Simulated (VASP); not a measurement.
# TiO (P-6m2) in VASP: further runs

The runs below take TiO through single point, with PBEsol.

Program: VASP 6.6.1. These are calculated values, not measurements. Logs are shortened: lines on timing, memory, paths and dates and some standing lists are left out, and cuts for length are marked.

### Step 1. The cell of the first run

Symmetry: P-6m2, No. 187, hexagonal system. Conventional cell: a = 3.200 Å, b = 3.200 Å, c = 2.905 Å, α = 90.00°, β = 90.00°, γ = 120.00°. Ti (site symmetry -6m2) has 6 O at 2.35 Å and 2 Ti at 2.91 Å within 3.1 Å. Within 3.1 Å of O (site symmetry -6m2) lie 6 Ti at 2.35 Å and 2 O at 2.91 Å.

### Step 2. Single point, PBEsol

File INCAR:

```
ALGO = Normal ; EDIFF = 1E-6
ENCUT = 520 ; GGA = PS
ISIF = 2 ; ISMEAR = 0
LASPH = T ; LCHARG = T
LELF = T ; LREAL = F
LVHAR = T ; LWAVE = F
NBANDS = 16 ; NELM = 60
PREC = Accurate ; SIGMA = 0.15
```

File KPOINTS:

```
k-points
0
Gamma
  18 18 16
```

File POSCAR:

```
TiO
1.0
    3.1997258881      0.0000000000      0.0000000000
   -1.5998629440      2.7710439042      0.0000000000
    0.0000000000      0.0000000000      2.9052436173
Ti O
1 1
Direct
    0.6666666667      0.3333333333      0.0000000000
    0.0000000000      0.0000000000      0.5000000000
```

Potentials or basis: VASP PAW PBE potentials, release 64 (Ti_sv, O).

Started as:

```bash
$ cat potpaw_PBE.64/Ti_sv/POTCAR potpaw_PBE.64/O/POTCAR > POTCAR
$ mpirun -np 1 vasp_std > vasp.out
```

OUTCAR:

```text
EDIFF = 1E-6
   ENCUT = 520
   GGA = PS
   ISIF = 2
   ISMEAR = 0
   LASPH = T
   LREAL = F
   NELM = 60
   PREC = Accurate

 ion  position               nearest neighbor table
   1  0.667  0.333  0.000-   2 2.35   2 2.35   2 2.35   2 2.35   2 2.35   2 2.35
   2  0.000  0.000  0.500-   1 2.35   1 2.35   1 2.35   1 2.35   1 2.35   1 2.35

  LATTYP: Found a hexagonal cell.
 ALAT       =     3.1997258881
 C/A-ratio  =     0.9079664068

  Lattice vectors:

 A1 = (   3.1997258881,   0.0000000000,   0.0000000000)
 A2 = (  -1.5998629440,   2.7710439042,   0.0000000000)
 A3 = (   0.0000000000,   0.0000000000,   2.9052436173)

Analysis of symmetry for initial positions (statically):
=====================================================================
 Subroutine PRICEL returns:
 Original cell was already a primitive cell.

 Routine SETGRP: Setting up the symmetry group for a
 hexagonal supercell.

 Subroutine GETGRP returns: Found 12 space group operations
 (whereof 12 operations were pure point group operations)
 out of a pool of 24 trial point group operations.

The static configuration has the point symmetry D_3h.

Analysis of symmetry for dynamics (positions and initial velocities):
=====================================================================
 Subroutine PRICEL returns:
 Original cell was already a primitive cell.

 Routine SETGRP: Setting up the symmetry group for a
 hexagonal supercell.

 Subroutine GETGRP returns: Found 12 space group operations
 (whereof 12 operations were pure point group operations)
 out of a pool of 24 trial point group operations.

The dynamic configuration has the point symmetry D_3h.

 Subroutine INISYM returns: Found 12 space group operations
 (whereof 12 operations are pure point group operations),
 and found     1 'primitive' translations

----------------------------------------------------------------------------------------

                                     Primitive cell

  volume of cell :      25.7596

  direct lattice vectors                    reciprocal lattice vectors
     3.199725888  0.000000000  0.000000000     0.312526771  0.180437415  0.000000000
    -1.599862944  2.771043904  0.000000000     0.000000000  0.360874831  0.000000000
     0.000000000  0.000000000  2.905243617     0.000000000  0.000000000  0.344205214

  length of vectors
     3.199725888  3.199725888  2.905243617     0.360874831  0.360874831  0.344205214

  position of ions in fractional coordinates (direct lattice)
     0.666666667  0.333333333  0.000000000
     0.000000000  0.000000000  0.500000000

  ion indices of the primitive-cell ions
   primitive index   ion index
                 1           1
                 2           2

----------------------------------------------------------------------------------------

 KPOINTS: k-points

Automatic generation of k-mesh.
 Grid dimensions read from file:
 generate k-points for:   18   18   16

 Generating k-lattice:

  Cartesian coordinates                     Fractional coordinates (reciprocal lattice)
     0.017362598  0.010024301  0.000000000     0.055555556 -0.000000000  0.000000000
     0.000000000  0.020048602  0.000000000     0.000000000  0.055555556  0.000000000
     0.000000000  0.000000000  0.021512826     0.000000000  0.000000000  0.062500000

  Length of vectors
     0.020048602  0.020048602  0.021512826

  Shift w.r.t. Gamma in fractional coordinates (k-lattice)
     0.000000000  0.000000000  0.000000000

 Subroutine IBZKPT returns following result:
 ===========================================

 Found    333 irreducible k-points:

 Following reciprocal coordinates:
            Coordinates               Weight
  0.000000  0.000000  0.000000      1.000000
  0.055556  0.000000  0.000000      6.000000
  0.111111  0.000000  0.000000      6.000000
  0.166667 -0.000000  0.000000      6.000000
  0.222222 -0.000000  0.000000      6.000000
  0.277778  0.000000  0.000000      6.000000
[... 16 lines left out ...]
  0.333333  0.111111  0.000000     12.000000
  0.388889  0.111111  0.000000     12.000000
 [... further k-points ...]
   k-points           NKPTS =    333   k-points in BZ     NKDIM =    333   number of bands    NBANDS=     16
   number of dos      NEDOS =    301   number of ions     NIONS =      2
   total plane-waves  NPLWV =  13824
   dimension x,y,z NGX =    24 NGY =   24 NGZ =   24
   dimension x,y,z NGXF=    48 NGYF=   48 NGZF=   48
   ions per type =               1   1
   NGX,Y,Z   is equivalent  to a cutoff of  12.47, 12.47, 13.73 a.u.
   NGXF,Y,Z  is equivalent  to a cutoff of  24.94, 24.94, 27.47 a.u.
 SYSTEM =  unknown system
   PREC   = accura    normal or accurate (medium, high low for compatibility)
   ISTART =      0    job   : 0-new  1-cont  2-samecut
   ICHARG =      2    charge: 1-file 2-atom 10-const
   ISPIN  =      1    spin polarized calculation?
   LNONCOLLINEAR =      F non collinear calculations
   LSORBIT =      F    spin-orbit coupling
   LASPH  =      T    aspherical Exc in radial PAW
   ENCUT  =  520.0 eV  38.22 Ry    6.18 a.u.   5.95  5.95  5.40*2*pi/ulx,y,z
   NELM   =     60;   NELMIN=  2; NELMDL= -5     # of ELM steps
   EDIFF  = 0.1E-05   stopping-criterion for ELM
   LREAL  =      F    real-space projection
   EDIFFG = 0.1E-04   stopping-criterion for IOM
   NSW    =      0    number of steps for IOM
   IBRION =     -1    ionic relax: 0-MD 1-quasi-New 2-CG
   NFREE  =      0    steps in history (QN), initial steepest desc. (CG)
   ISIF   =      2    stress and relaxation
   ISYM   =      2    0-nonsym 1-usesym 2-fastsym
   POTIM  = 0.5000    time-step for ionic-motion
   TEBEG  =    0.0;   TEEND  =   0.0 temperature during run
   PSTRESS=    0.0 pullay stress
   NELECT =      18.0000    total number of electrons
   NUPDOWN=      -1.0000    fix difference up-down
   EMIN   =  10.00;   EMAX   =-10.00  energy-range for DOS
   EFERMI =   0.00;   METHOD = LEGACY
   ISMEAR =     0;   SIGMA  =   0.15  broadening in eV -4-tet -1-fermi 0-gaus
   EFERMI_NEDOS =   21; number of points for ismear=-14 and -15
   IALGO  =     38    algorithm
   IMIX   =      4    mixing-type and parameters
     AMIX     =   0.40;   BMIX     =  1.00
     AMIX_MAG =   1.60;   BMIX_MAG =  1.00
  volume/ion in A,a.u.               =      12.88        86.92
  Fermi-wavevector in a.u.,A,eV,Ry     =   1.452734  2.745269 28.714224  2.110436
  Thomas-Fermi vector in A             =   2.570082
   LORBIT       =      0    0 simple, 1 ext, 2 COOP (PROOUT), +10 PAW based schemes
   GGA     = PS    functional components
   LHFCALC =     F    Hartree Fock is set to
   AEXX    =    0.0000 exact exchange contribution
   IVDW    =     0    specifies the selected vdW correction
   LEPSILON=     F    determine dielectric tensor
   LRPA    =     F    only Hartree local field effects (RPA)
 non-spin polarized calculation
 Gauss-broadening in eV      SIGMA  =   0.15
  energy-cutoff  :      520.00
  volume of cell :       25.76
 maximum number of plane-waves:       720
 NGX is ok and might be reduce to    24

 number of electron      18.0000002 magnetization

 Free energy of the ion-electron system (eV)
  ---------------------------------------------------
  ext. energy  EPLUGINS =         0.00000000
  ---------------------------------------------------
  free energy    TOTEN  =       -17.56655206 eV

  energy without entropy =      -17.56314924  energy(sigma->0) =      -17.56485065

 E-fermi :   7.6985     XC(G=0): -11.5235

 val. band max:        7.6782693156   @ k =   0.0556   0.0000   0.3750
 cond. band min:       7.6988612843   @ k =   0.0556   0.0000   0.4375
 fundamental gap:      0.0205919687
 Fermi energy:         7.6985093191

 k-point     1 :       0.0000    0.0000    0.0000
  band No.  band energies     occupation
      1     -50.0721      2.00000
      2     -26.3276      2.00000
      3     -26.2484      2.00000
      4     -26.2484      2.00000
      5     -12.3071      2.00000
      6       2.7825      2.00000
[... 8 lines left out ...]
     15      20.4973      0.00000
     16      21.1060      0.00000

 k-point     2 :       0.0556    0.0000    0.0000
  band No.  band energies     occupation
      1     -50.0713      2.00000
      2     -26.3268      2.00000
      3     -26.2557      2.00000
      4     -26.2500      2.00000
      5     -12.2898      2.00000
      6       2.6651      2.00000
[... 8 lines left out ...]
     15      20.2108      0.00000
     16      21.1480      0.00000

 k-point     3 :       0.1111    0.0000    0.0000
  band No.  band energies     occupation
      1     -50.0689      2.00000
      2     -26.3246      2.00000
      3     -26.2769      2.00000
      4     -26.2545      2.00000
      5     -12.2395      2.00000
      6       2.3626      2.00000
[... 8 lines left out ...]
     15      19.6621      0.00000
     16      21.2637      0.00000

 k-point     4 :       0.1667   -0.0000    0.0000
  band No.  band energies     occupation
      1     -50.0654      2.00000
      2     -26.3211      2.00000
      3     -26.3091      2.00000
      4     -26.2615      2.00000
      5     -12.1620      2.00000
      6       1.9704      2.00000
[... 8 lines left out ...]
     15      19.0349      0.00000
     16      21.2670      0.00000

 k-point     5 :       0.2222   -0.0000    0.0000
  band No.  band energies     occupation
      1     -50.0610      2.00000
      2     -26.3482      2.00000
      3     -26.3169      2.00000
      4     -26.2700      2.00000
      5     -12.0662      2.00000
      6       1.5650      2.00000
[... 8 lines left out ...]
     15      18.3616      0.00000
     16      21.1586      0.00000

 k-point     6 :       0.2778    0.0000    0.0000
  band No.  band energies     occupation
      1     -50.0564      2.00000
      2     -26.3896      2.00000
      3     -26.3123      2.00000
      4     -26.2791      2.00000
      5     -11.9635      2.00000
      6       1.1936      2.00000
[... 8 lines left out ...]
     15      17.6394      0.00000
     16      21.0365      0.00000

 k-point     7 :       0.3333    0.0000    0.0000
  band No.  band energies     occupation
      1     -50.0520      2.00000
      2     -26.4282      2.00000
      3     -26.3081      2.00000
      4     -26.2875      2.00000
      5     -11.8662      2.00000
      6       0.8844      2.00000
[... 8 lines left out ...]
     15      16.8739      0.00000
     16      20.9434      0.00000

 k-point     8 :       0.3889   -0.0000    0.0000
  band No.  band energies     occupation
      1     -50.0484      2.00000
      2     -26.4594      2.00000
      3     -26.3046      2.00000
      4     -26.2945      2.00000
      5     -11.7862      2.00000
      6       0.6539      2.00000
[... 8 lines left out ...]
     15      16.1100      0.00000
     16      20.8936      0.00000

 k-point     9 :       0.4444   -0.0000    0.0000
  band No.  band energies     occupation
      1     -50.0461      2.00000
      2     -26.4797      2.00000
      3     -26.3023      2.00000
      4     -26.2990      2.00000
      5     -11.7336      2.00000
      6       0.5122      2.00000
[... 8 lines left out ...]
     15      15.4652      0.00000
     16      20.8766      0.00000
[... 172 lines left out ...]
 k-point    19 :       0.1111    0.1111    0.0000
  band No.  band energies     occupation
      1     -50.0634      2.00000
      2     -26.3243      2.00000
      3     -26.3192      2.00000
      4     -26.2678      2.00000
      5     -12.1189      2.00000
      6       1.8063      2.00000
[... 8 lines left out ...]
     15      18.8119      0.00000
     16      20.8475      0.00000

 k-point    20 :       0.1667    0.1111    0.0000
  band No.  band energies     occupation
      1     -50.0593      2.00000
      2     -26.3583      2.00000
      3     -26.3152      2.00000
      4     -26.2786      2.00000
      5     -12.0289      2.00000
      6       1.4768      2.00000
[... 8 lines left out ...]
     15      18.2725      0.00000
     16      20.5586      0.00000

 k-point    21 :       0.2222    0.1111    0.0000
  band No.  band energies     occupation
      1     -50.0549      2.00000
      2     -26.3940      2.00000
      3     -26.3110      2.00000
      4     -26.2903      2.00000
      5     -11.9323      2.00000
      6       1.1729      2.00000
[... 8 lines left out ...]
     15      17.6575      0.00000
     16      20.2839      0.00000

 k-point    22 :       0.2778    0.1111    0.0000
  band No.  band energies     occupation
      1     -50.0508      2.00000
      2     -26.4273      2.00000
      3     -26.3069      2.00000
      4     -26.3012      2.00000
      5     -11.8410      2.00000
      6       0.9196      2.00000
[... 8 lines left out ...]
     15      16.9665      0.00000
     16      20.0576      0.00000

 k-point    23 :       0.3333    0.1111    0.0000
  band No.  band energies     occupation
      1     -50.0475      2.00000
      2     -26.4542      2.00000
      3     -26.3102      2.00000
      4     -26.3037      2.00000
      5     -11.7661      2.00000
      6       0.7316      2.00000
[... 8 lines left out ...]
     15      16.2388      0.00000
     16      19.8940      0.00000

 k-point    24 :       0.3889    0.1111    0.0000
  band No.  band energies     occupation
      1     -50.0453      2.00000
      2     -26.4717      2.00000
      3     -26.3161      2.00000
      4     -26.3015      2.00000
      5     -11.7169      2.00000
      6       0.6164      2.00000
[... 8 lines left out ...]
     15      15.5860      0.00000
     16      19.7955      0.00000

 [... further k-points ...]

------------------------ aborting loop because EDIFF is reached ----------------------------------------

  FORCE on cell =-STRESS in cart. coord.  units (eV):
  Direction    XX          YY          ZZ          XY          YZ          ZX
  --------------------------------------------------------------------------------------
  -------------------------------------------------------------------------------------
  Total       -7.1369187     -7.1369187     -4.3707739     -0.0000000      0.0000000      0.0000000
  in kB     -443.8973932   -443.8973932   -271.8505281     -0.0000000      0.0000000      0.0000000
  external PRESSURE =    -386.5484382 kB  Pullay stress =       0.0000000 kB

 VOLUME and BASIS-vectors are now :
 -----------------------------------------------------------------------------
  energy-cutoff  :      520.00
  volume of cell :       25.76
      direct lattice vectors                 reciprocal lattice vectors
     3.199725888  0.000000000  0.000000000     0.312526771  0.180437415  0.000000000
    -1.599862944  2.771043904  0.000000000     0.000000000  0.360874831  0.000000000
     0.000000000  0.000000000  2.905243617     0.000000000  0.000000000  0.344205214

 POSITION                                       TOTAL-FORCE (eV/Angst)
 -----------------------------------------------------------------------------------
      1.59986      0.92368      0.00000         0.000000      0.000000      0.000000
      0.00000      0.00000      1.45262        -0.000000      0.000000      0.000000
 -----------------------------------------------------------------------------------
    total drift:                               -0.000000      0.000000      0.000000

  FREE ENERGIE OF THE ION-ELECTRON SYSTEM (eV)
  ---------------------------------------------------
  free  energy   TOTEN  =       -17.5665520639 eV

  energy  without entropy=      -17.5631492388  energy(sigma->0) =      -17.56485065
```

It took 48 s on 1 thread of Intel Xeon Platinum 8488C (Sapphire Rapids), shared host; peak memory 0.24 GiB.

What came out:

| Property | Result |
| --- | --- |
| Free energy | -17.5666 eV |
| Pressure | -38.7 GPa |
| Band gap on the k mesh | zero (band 9 reaches 7.86 eV, above the bottom of band 10 at 7.29 eV) |

Levels at points of the mesh, in eV from the Fermi level:
```csv
k point,band 7,band 8,band 9,band 10,band 11,band 12
"(0.00, 0.00, 0.00)",-4.92,-4.02,-1.97,-0.41,1.31,1.31
"(0.50, 0.00, 0.00)",-4.73,-4.56,-1.68,0.83,1.28,1.77
"(0.00, 0.00, 0.50)",-4.55,-4.55,0.11,0.11,1.08,1.08
"(0.50, 0.00, 0.50)",-6.20,-5.42,-0.32,0.82,1.77,2.19
```

Caveat: the PAW data sets were made with another functional, which shifts forces and pressure a little; semilocal functionals often make such compounds metallic where correlation or magnetic order opens a gap, which also shifts bond lengths.

### Step 3. Single point, PBEsol

This run uses another cell than the first one, of the same volume but with other edges.

File INCAR:

```
SYSTEM = TiO
PREC     = Accurate       ! precision mode
ENCUT    = 520            ! plane-wave cutoff, eV
EDIFF    = 1E-7           ! SCF threshold, eV
ISMEAR   = 0              ! smearing method
SIGMA    = 0.15           ! smearing width, eV
LREAL    = .False.        ! projectors in reciprocal space
LASPH    = .True.         ! aspherical terms in the spheres
NELM     = 80             ! most SCF steps
ALGO     = Normal         ! electronic algorithm
ISIF     = 2              ! what is computed and relaxed
LWAVE    = .False.        ! write WAVECAR
LCHARG   = .False.        ! write CHGCAR
GGA      = PS             ! functional
NBANDS   = 16             ! bands
```

File KPOINTS:

```
regular mesh
0
Gamma
  18 18 16
  0 0 0
```

File POSCAR:

```
TiO
1.0
    2.8522789816      0.0000000000      0.0000000000
   -1.4261394908      2.4701460567      0.0000000000
    0.0000000000      0.0000000000      3.6561508208
Ti O
1 1
Direct
    0.6666666667      0.3333333333      0.0000000000
    0.0000000000      0.0000000000      0.5000000000
```

Potentials or basis: VASP PAW PBE potentials, release 64 (Ti_sv, O).

Started as:

```bash
$ cat potpaw_PBE.64/Ti_sv/POTCAR potpaw_PBE.64/O/POTCAR > POTCAR
$ mpirun -np 1 vasp_std > vasp.out
```

Run time: 64 s. Hardware: 1 thread of Intel Xeon Platinum 8488C (Sapphire Rapids), shared host; peak memory 0.25 GiB.

The run converged. Its results:

| Quantity | Value |
| --- | --- |
| Free energy | -16.6629 eV |
| Pressure | -37.3 GPa |
| Band gap on the k mesh | zero (band 9 reaches 6.85 eV, above the bottom of band 10 at 6.49 eV) |

Stress tensor (GPa, compression positive):
```
-12.96   0.00   0.00
  0.00 -12.96   0.00
  0.00   0.00 -85.88
```

Levels at points of the mesh, in eV from the Fermi level:
```tsv
k point	band 6	band 7	band 8	band 9	band 10	band 11	band 12	band 13
(0.00, 0.00, 0.00)	-4.00	-2.76	-1.74	-1.74	1.11	1.11	2.01	2.10
(0.50, 0.00, 0.00)	-5.42	-4.39	-1.95	-1.63	1.61	1.98	2.48	3.06
(0.00, 0.00, 0.50)	-6.51	-1.52	-1.52	-0.70	0.47	0.47	2.34	2.34
(0.50, 0.00, 0.50)	-4.86	-4.73	-2.57	-0.99	0.97	2.04	2.72	3.04
```

Caveat: the PAW data sets were made with another functional, which shifts forces and pressure a little; semilocal functionals often make such compounds metallic where correlation or magnetic order opens a gap, which also shifts bond lengths.
